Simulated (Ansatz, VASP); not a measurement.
## One calculation of KBr, two programs

File INCAR:

```
PREC     = Accurate       # precision mode
ENCUT    = 520            # plane-wave cutoff, eV
EDIFF    = 1E-6           # SCF threshold, eV
ISMEAR   = 0              # smearing method
SIGMA    = 0.1            # smearing width, eV
LREAL    = False          # projectors in reciprocal space
LASPH    = True           # aspherical terms in the spheres
NELM     = 60             # most SCF steps
ALGO     = Normal         # electronic algorithm
ISIF     = 2              # what is computed and relaxed
LWAVE    = False          # write WAVECAR
LCHARG   = False          # write CHGCAR
LDIPOL   = True         
IDIPOL   = 3            
DIPOL    = 0.5 0.5 0.500
GGA      = PE             # functional
NBANDS   = 15             # bands
```

KPOINTS

```
Automatic mesh
0
Gamma
  4 4 1
```

File POSCAR:

```
KBr
1.0
    5.6489800000      0.0000000000      0.0000000000
    0.0000000000      5.6489800000      0.0000000000
    0.0000000000      0.0000000000     16.0000000000
K Br
1 1
Direct
    0.5000000000      0.5000000000      0.5391706000
    0.0000000000      0.0000000000      0.4608294000
```

Input for Ansatz:

```yaml
crystal:
  lattice:
    - [5.64898, 0.0, 0.0]
    - [0.0, 5.64898, 0.0]
    - [0.0, 0.0, 16.0]
  atoms:
    - { symbol: K, position: [0.5, 0.5, 0.5391706] }
    - { symbol: Br, position: [0.0, 0.0, 0.4608294] }
  periodic: [true, true, false]
basis:
  ecutwfc: 420
kpoints:
  mp_grid: { grid: [4, 4, 1] }
hamiltonian:
  xc: pbe
scf:
  occupations: { method: gaussian, width: 0.1 }
  lower_state_search: "off"
output:
  forces: true
  stress: true
  eigenvalues: true
```

Alike in both runs: task single point; functional PBE; k mesh 4 × 4 × 1; occupations gaussian, width 0.1 eV; no spin polarisation.

|  | VASP | Ansatz |
| --- | --- | --- |
| version | VASP 6.6.1 | Ansatz 0.2.0 |
| potentials or method | VASP PAW PBE potentials, release 64 (K_sv, Br), cutoff 520 eV | scalar-relativistic, plane waves, PAW |
| valence electrons in the cell | 16 | 16 |

```tsv
	VASP	Ansatz	Ansatz less VASP
gap on the k mesh at the Fermi level (eV)	2.10	2.10	-0.007
least direct gap on the mesh (eV)	2.13	2.12	-0.007
rms of the force components (eV/Å)	0.489	0.489	+0.0002
```

Atom by atom the forces differ by 0.000 eV/Å (rms over components). Ansatz's warnings: slab cell height set.
